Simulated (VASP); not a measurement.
# P in VASP: notebook

P is run at these levels: PBE; tasks: single point.

Program: VASP 6.6.1. These are calculated values, not measurements. Logs are shortened: lines on timing, memory, paths and dates and some standing lists are left out, and cuts for length are marked.

## (1) The cell of the first run

The cell holds a slab with vacuum, 4 atoms: a = 3.653 Å, b = 38.778 Å, c = 4.632 Å, α = 90.00°, β = 90.00°, γ = 90.00°.

## (2) Single point, PBE (strain +0.1125 x Voigt [1, 1, 0, 0, 0, 0])

INCAR

```
SYSTEM = P
PREC = Accurate
ENCUT = 520
EDIFF = 1E-7
ISMEAR = 0
SIGMA = 0.05
LREAL = .False.
LASPH = .True.
NELM = 60
ALGO = Normal
ISIF = 2
LWAVE = .False.
LCHARG = .True.
GGA = PE
LELF = .True.
LVHAR = .True.
NBANDS = 18
```

KPOINTS

```
Automatic mesh
0
Gamma
  8 1 6
  0 0 0
```

POSCAR

```
P
1.0
    3.6531470885      0.0000000000      0.0000000000
    0.0000000000     38.7784469764      0.0000000000
    0.0000000000      0.0000000000      4.6320847100
P
4
Direct
    0.0000000000      0.9702614300      0.5921507200
    0.0000000000      0.0297385700      0.4078492800
    0.5000000000      0.0297385700      0.0921507200
    0.5000000000      0.9702614300      0.9078492800
```

Potentials or basis: VASP PAW PBE potentials, release 64 (P).

Command:

```sh
$ cat potpaw_PBE.64/P/POTCAR > POTCAR
$ mpirun -np 1 vasp_std > vasp.out
```

OUTCAR:

```text
SYSTEM = P
   PREC = Accurate
   ENCUT = 520
   EDIFF = 1E-7
   ISMEAR = 0
   LREAL = .False.
   LASPH = .True.
   NELM = 60
   ISIF = 2
   GGA = PE

 ion  position               nearest neighbor table
   1  0.000  0.970  0.592-   4 2.34   4 2.34   2 2.46
   2  0.000  0.030  0.408-   3 2.34   3 2.34   1 2.46
   3  0.500  0.030  0.092-   2 2.34   2 2.34   4 2.46
   4  0.500  0.970  0.908-   1 2.34   1 2.34   3 2.46

  LATTYP: Found a simple orthorhombic cell.
 ALAT       =     3.6531470885
 B/A-ratio  =     1.2679710392
 C/A-ratio  =    10.6150795566

  Lattice vectors:

 A1 = (  -3.6531470885,   0.0000000000,   0.0000000000)
 A2 = (   0.0000000000,   0.0000000000,   4.6320847100)
 A3 = (   0.0000000000,  38.7784469764,   0.0000000000)

Analysis of symmetry for initial positions (statically):
=====================================================================
 Subroutine PRICEL returns:
 Original cell was already a primitive cell.

 Routine SETGRP: Setting up the symmetry group for a
 simple orthorhombic supercell.

 Subroutine GETGRP returns: Found  8 space group operations
 (whereof  4 operations were pure point group operations)
 out of a pool of  8 trial point group operations.

The static configuration has the point symmetry C_2h.
 The point group associated with its full space group is D_2h.

Analysis of symmetry for dynamics (positions and initial velocities):
=====================================================================
 Subroutine PRICEL returns:
 Original cell was already a primitive cell.

 Routine SETGRP: Setting up the symmetry group for a
 simple orthorhombic supercell.

 Subroutine GETGRP returns: Found  8 space group operations
 (whereof  4 operations were pure point group operations)
 out of a pool of  8 trial point group operations.

The dynamic configuration has the point symmetry C_2h.
 The point group associated with its full space group is D_2h.

 Subroutine INISYM returns: Found  8 space group operations
 (whereof  4 operations are pure point group operations),
 and found     1 'primitive' translations

----------------------------------------------------------------------------------------

                                     Primitive cell

  volume of cell :     656.1967

  direct lattice vectors                    reciprocal lattice vectors
     3.653147088  0.000000000  0.000000000     0.273736583  0.000000000  0.000000000
     0.000000000 38.778446976  0.000000000     0.000000000  0.025787521  0.000000000
     0.000000000  0.000000000  4.632084710     0.000000000  0.000000000  0.215885516

  length of vectors
     3.653147088 38.778446976  4.632084710     0.273736583  0.025787521  0.215885516

  position of ions in fractional coordinates (direct lattice)
     0.000000000  0.970261430  0.592150720
     0.000000000  0.029738570  0.407849280
     0.500000000  0.029738570  0.092150720
     0.500000000  0.970261430  0.907849280

  ion indices of the primitive-cell ions
   primitive index   ion index
                 1           1
                 2           2
                 3           3
                 4           4

----------------------------------------------------------------------------------------

 KPOINTS: Automatic mesh

Automatic generation of k-mesh.
 Grid dimensions read from file:
 generate k-points for:    8    1    6

 Generating k-lattice:

  Cartesian coordinates                     Fractional coordinates (reciprocal lattice)
     0.034217073  0.000000000  0.000000000     0.125000000  0.000000000  0.000000000
     0.000000000  0.025787521  0.000000000     0.000000000  1.000000000  0.000000000
     0.000000000  0.000000000  0.035980919     0.000000000  0.000000000  0.166666667

  Length of vectors
     0.034217073  0.025787521  0.035980919

  Shift w.r.t. Gamma in fractional coordinates (k-lattice)
     0.000000000  0.000000000  0.000000000

 Subroutine IBZKPT returns following result:
 ===========================================

 Found     20 irreducible k-points:

 Following reciprocal coordinates:
            Coordinates               Weight
  0.000000  0.000000  0.000000      1.000000
  0.125000  0.000000  0.000000      2.000000
  0.250000  0.000000  0.000000      2.000000
  0.375000  0.000000  0.000000      2.000000
  0.500000  0.000000  0.000000      1.000000
  0.000000  0.000000  0.166667      2.000000
[... 12 lines left out ...]
  0.375000  0.000000  0.500000      2.000000
  0.500000  0.000000  0.500000      1.000000
   k-points           NKPTS =     20   k-points in BZ     NKDIM =     20   number of bands    NBANDS=     18
   number of dos      NEDOS =    301   number of ions     NIONS =      4
   total plane-waves  NPLWV = 290304
   dimension x,y,z NGX =    28 NGY =  288 NGZ =   36
   dimension x,y,z NGXF=    56 NGYF=  576 NGZF=   72
   ions per type =               4
   NGX,Y,Z   is equivalent  to a cutoff of  12.74, 12.35, 12.92 a.u.
   NGXF,Y,Z  is equivalent  to a cutoff of  25.48, 24.69, 25.84 a.u.
 SYSTEM =  P
   PREC   = accura    normal or accurate (medium, high low for compatibility)
   ISTART =      0    job   : 0-new  1-cont  2-samecut
   ICHARG =      2    charge: 1-file 2-atom 10-const
   ISPIN  =      1    spin polarized calculation?
   LNONCOLLINEAR =      F non collinear calculations
   LSORBIT =      F    spin-orbit coupling
   LASPH  =      T    aspherical Exc in radial PAW
   ENCUT  =  520.0 eV  38.22 Ry    6.18 a.u.   6.79 72.10  8.61*2*pi/ulx,y,z
   NELM   =     60;   NELMIN=  2; NELMDL= -5     # of ELM steps
   EDIFF  = 0.1E-06   stopping-criterion for ELM
   LREAL  =      F    real-space projection
   EDIFFG = 0.1E-05   stopping-criterion for IOM
   NSW    =      0    number of steps for IOM
   IBRION =     -1    ionic relax: 0-MD 1-quasi-New 2-CG
   NFREE  =      0    steps in history (QN), initial steepest desc. (CG)
   ISIF   =      2    stress and relaxation
   ISYM   =      2    0-nonsym 1-usesym 2-fastsym
   POTIM  = 0.5000    time-step for ionic-motion
   TEBEG  =    0.0;   TEEND  =   0.0 temperature during run
   PSTRESS=    0.0 pullay stress
   NELECT =      20.0000    total number of electrons
   NUPDOWN=      -1.0000    fix difference up-down
   EMIN   =  10.00;   EMAX   =-10.00  energy-range for DOS
   EFERMI =   0.00;   METHOD = LEGACY
   ISMEAR =     0;   SIGMA  =   0.05  broadening in eV -4-tet -1-fermi 0-gaus
   EFERMI_NEDOS =   21; number of points for ismear=-14 and -15
   IALGO  =     38    algorithm
   IMIX   =      4    mixing-type and parameters
     AMIX     =   0.40;   BMIX     =  1.00
     AMIX_MAG =   1.60;   BMIX_MAG =  1.00
  volume/ion in A,a.u.               =     164.05      1107.06
  Fermi-wavevector in a.u.,A,eV,Ry     =   0.511376  0.966360  3.557994  0.261505
  Thomas-Fermi vector in A             =   1.524839
   LORBIT       =      0    0 simple, 1 ext, 2 COOP (PROOUT), +10 PAW based schemes
   GGA     = PE    functional components
   LHFCALC =     F    Hartree Fock is set to
   AEXX    =    0.0000 exact exchange contribution
   IVDW    =     0    specifies the selected vdW correction
   LEPSILON=     F    determine dielectric tensor
   LRPA    =     F    only Hartree local field effects (RPA)
 non-spin polarized calculation
 Gauss-broadening in eV      SIGMA  =   0.05
  energy-cutoff  :      520.00
  volume of cell :      656.20
 maximum number of plane-waves:     17738
 NGX is ok and might be reduce to    28
   NGX = 13   NGY =145   NGZ = 17

 number of electron      19.9999998 magnetization

 Free energy of the ion-electron system (eV)
  ---------------------------------------------------
  ext. energy  EPLUGINS =         0.00000000
  ---------------------------------------------------
  free energy    TOTEN  =       -20.72079778 eV

  energy without entropy =      -20.72079778  energy(sigma->0) =      -20.72079778

 E-fermi :  -3.4027     XC(G=0):  -1.5538

 val. band max:       -3.6649998785   @ k =   0.0000   0.0000   0.0000
 cond. band min:      -3.1096872102   @ k =   0.0000   0.0000   0.3333
 fundamental gap:      0.5553126683
 Fermi energy:        -3.4027382863

 k-point     1 :       0.0000    0.0000    0.0000
  band No.  band energies     occupation
      1     -17.3516      2.00000
      2     -15.4926      2.00000
      3     -12.0125      2.00000
      4      -8.8180      2.00000
      5      -8.5018      2.00000
      6      -7.3814      2.00000
[... 10 lines left out ...]
     17       1.3104      0.00000
     18       1.4483      0.00000

 k-point     2 :       0.1250    0.0000    0.0000
  band No.  band energies     occupation
      1     -17.2037      2.00000
      2     -15.3380      2.00000
      3     -12.2350      2.00000
      4      -9.2559      2.00000
      5      -8.3881      2.00000
      6      -7.7915      2.00000
[... 10 lines left out ...]
     17       1.0268      0.00000
     18       1.0430      0.00000

 k-point     3 :       0.2500    0.0000    0.0000
  band No.  band energies     occupation
      1     -16.7649      2.00000
      2     -14.8770      2.00000
      3     -12.9469      2.00000
      4     -10.4304      2.00000
      5      -8.1732      2.00000
      6      -8.0759      2.00000
[... 10 lines left out ...]
     17       1.5074      0.00000
     18       1.5197      0.00000

 k-point     4 :       0.3750    0.0000    0.0000
  band No.  band energies     occupation
      1     -16.0520      2.00000
      2     -14.1187      2.00000
      3     -14.0046      2.00000
      4     -11.8155      2.00000
      5      -8.0378      2.00000
      6      -7.7087      2.00000
[... 291 lines left out ...]
      4     -11.8990      2.00000
      5      -8.5287      2.00000
      6      -8.5287      2.00000
[... 10 lines left out ...]
     17       2.1942      0.00000
     18       2.1942      0.00000

 k-point    19 :       0.3750    0.0000    0.5000
  band No.  band energies     occupation
      1     -15.2573      2.00000
      2     -15.2573      2.00000
      3     -12.6691      2.00000
      4     -12.6691      2.00000
      5      -8.5416      2.00000
      6      -8.5416      2.00000
[... 10 lines left out ...]
     17       2.4080      0.00000
     18       2.4080      0.00000

 k-point    20 :       0.5000    0.0000    0.5000
  band No.  band energies     occupation
      1     -14.8207      2.00000
      2     -14.8207      2.00000
      3     -13.2235      2.00000
      4     -13.2235      2.00000
      5      -7.9466      2.00000
      6      -7.9466      2.00000
[... 10 lines left out ...]
     17       2.3677      0.00000
     18       2.3677      0.00000

------------------------ aborting loop because EDIFF is reached ----------------------------------------

  FORCE on cell =-STRESS in cart. coord.  units (eV):
  Direction    XX          YY          ZZ          XY          YZ          ZX
  --------------------------------------------------------------------------------------
  -------------------------------------------------------------------------------------
  Total       -8.5881939     -5.3601627     -2.4619122      0.0000000     -0.0000000      0.0000000
  in kB      -20.9690308    -13.0874335     -6.0110326      0.0000000     -0.0000000      0.0000000
  external PRESSURE =     -13.3558323 kB  Pullay stress =       0.0000000 kB

 VOLUME and BASIS-vectors are now :
 -----------------------------------------------------------------------------
  energy-cutoff  :      520.00
  volume of cell :      656.20
      direct lattice vectors                 reciprocal lattice vectors
     3.653147088  0.000000000  0.000000000     0.273736583  0.000000000  0.000000000
     0.000000000 38.778446976  0.000000000     0.000000000  0.025787521  0.000000000
     0.000000000  0.000000000  4.632084710     0.000000000  0.000000000  0.215885516

 POSITION                                       TOTAL-FORCE (eV/Angst)
 -----------------------------------------------------------------------------------
      0.00000     37.62523      2.74289         0.000000      1.158682     -0.133671
      0.00000      1.15322      1.88919         0.000000     -1.158682      0.133671
      1.82657      1.15322      0.42685        -0.000000     -1.158682     -0.133671
      1.82657     37.62523      4.20523         0.000000      1.158682      0.133671
 -----------------------------------------------------------------------------------
    total drift:                               -0.000000      0.000000     -0.000000

  FREE ENERGIE OF THE ION-ELECTRON SYSTEM (eV)
  ---------------------------------------------------
  free  energy   TOTEN  =       -20.7207977817 eV

  energy  without entropy=      -20.7207977817  energy(sigma->0) =      -20.72079778
```

Run time: 11 min. Hardware: 1 thread of Intel Xeon 8259CL, shared host; peak memory 0.67 GiB.

What came out:

```
Free energy            : -20.7208 eV
Largest force          : 1.166 eV/Å
Band gap on the k mesh : 0.56 eV (least direct gap 0.59 eV)
```

Forces on the atoms (eV/Å):
```
P    0.000  1.159 -0.134
P    0.000 -1.159  0.134
P    0.000 -1.159 -0.134
P    0.000  1.159  0.134
```

Caveat: the cell differs from its parent crystal (strain +0.1125 x Voigt [1, 1, 0, 0, 0, 0]).

(Part 1 of 2 ends here.)
